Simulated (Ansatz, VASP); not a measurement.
# AgI: VASP beside Ansatz

```
CELL_PARAMETERS angstrom
4.72063 0.00000 0.00000
-2.36032 4.08819 0.00000
0.00000 0.00000 7.46341
ATOMIC_POSITIONS crystal
Ag 0.33333 0.66667 0.99531
Ag 0.66667 0.33333 0.49531
I 0.33333 0.66667 0.37969
I 0.66667 0.33333 0.87969
```

Change from the starting cell: epitaxial_xy strain +1.5%.

Alike in both runs: task single point; functional r2SCAN; k mesh 6 × 6 × 4; no spin polarisation.

```csv
,VASP,Ansatz
version,VASP 6.6.1,Ansatz 0.2.0
potentials or method,"VASP PAW PBE potentials, release 64 (Ag, I)","plane waves, PAW"
plane-wave cutoff (eV),550,500
occupations,"gaussian, width 0.01 eV",fixed
valence electrons in the cell,36,72
```

|  | VASP | Ansatz | Ansatz less VASP |
| --- | --- | --- | --- |
| gap on the k mesh at the Fermi level (eV) | 1.85 | 1.88 | +0.033 |
| pressure (GPa) | -0.4 | -0.3 | +0.10 |
| traceless stress, the component that is largest in VASP (GPa) | 0.34 | 0.33 | -0.010 |

VASP's potentials were made for PBE, not for r2SCAN. VASP's potentials hold 36 valence electrons a cell and Ansatz's 72, so a difference there can come from the potentials and not from the codes.

Spin-orbit coupling is off throughout.
